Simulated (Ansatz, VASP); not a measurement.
# AlN: VASP beside Ansatz

File POSCAR:

```
AlN
1.0
    3.1066937602      0.0000000000      0.0000000000
   -1.5533468801      2.6904757181      0.0000000000
    0.0000000000      0.0000000000      4.8790197209
Al N
2 2
Direct
    0.3333333333      0.6666666667     -0.0053683633
    0.6666666667      0.3333333333      0.4946316367
    0.3333333333      0.6666666667      0.3803683633
    0.6666666667      0.3333333333      0.8803683633
```

File INCAR.step1:

```
PREC = Accurate ; ENCUT = 520
EDIFF = 1E-5 ; ISMEAR = 0
SIGMA = 0.01 ; LREAL = F
LASPH = T ; NELM = 80
ALGO = Normal ; ISIF = 2
LWAVE = T ; LCHARG = F
GGA = PE ; NBANDS = 16
```

Contents of INCAR.step2:

```
PREC = Accurate ; ENCUT = 520
EDIFF = 1E-6 ; ISMEAR = 0
SIGMA = 0.01 ; LREAL = F
LASPH = T ; NELM = 80
ALGO = Normal ; ISIF = 2
LWAVE = F ; LCHARG = F
GGA = PE ; LHFCALC = T
HFSCREEN = 0.2079 ; PRECFOCK = Normal
ISTART = 1 ; NBANDS = 16
```

Contents of KPOINTS:

```
Automatic mesh
0
Gamma
  6 6 4
```

Input for Ansatz:

```yaml
crystal:
  lattice:
    - [3.1066937602, 0.0, 0.0]
    - [-1.5533468801, 2.6904757181, 0.0]
    - [0.0, 0.0, 4.8790197209]
  atoms:
    - { symbol: Al, position: [0.3333333333, 0.6666666667, -0.0053683633] }
    - { symbol: Al, position: [0.6666666667, 0.3333333333, 0.4946316367] }
    - { symbol: "N", position: [0.3333333333, 0.6666666667, 0.3803683633] }
    - { symbol: "N", position: [0.6666666667, 0.3333333333, 0.8803683633] }
kpoints:
  mp_grid: { grid: [6, 6, 4] }
  band_path:
    path:
      - [0.0, 0.0, 0.0]
      - [0.5, 0.0, 0.0]
      - [0.3333333333, 0.3333333333, 0.0]
      - [0.0, 0.0, 0.5]
      - [0.5, 0.0, 0.5]
      - [0.3333333333, 0.3333333333, 0.5]
    npoints: 1
hamiltonian:
  xc: hse06
scf:
  occupations: { method: fixed }
  n_extra_bands: 5
output:
  forces: true
  stress: true
  eigenvalues: true
```

Change from the starting cell: uniaxial_z strain -2.0%.

Alike in both runs: task single point; functional HSE06; k mesh 6 × 6 × 4; no spin polarisation.

|  | VASP | Ansatz |
| --- | --- | --- |
| version | VASP 6.6.1 | Ansatz 0.2.0 |
| potentials or method | VASP PAW PBE potentials, release 64 (Al, N) | plane waves, PAW |
| plane-wave cutoff (eV) | 520 | 420 |
| occupations | gaussian, width 0.01 eV | fixed |
| valence electrons in the cell | 16 | 16 |

Ansatz gave:

| Item | Value |
| --- | --- |
| gap on the k mesh at the Fermi level (eV) | 5.68 |
| pressure (GPa) | 3.5 |
| traceless stress, the component that is largest in VASP (GPa) | 3.28 |
| rms of the force components (eV/Å) | 0.007 |

Estimate VASP's values.

gap on the k mesh at the Fermi level (eV): 5.67; pressure (GPa): 3.3; traceless stress, the component that is largest in VASP (GPa): 3.43; rms of the force components (eV/Å): 0.005.

Atom by atom the forces differ by 0.002 eV/Å (rms over components). Ansatz's warnings: stress exchange threshold loose, stress scf threshold loose.
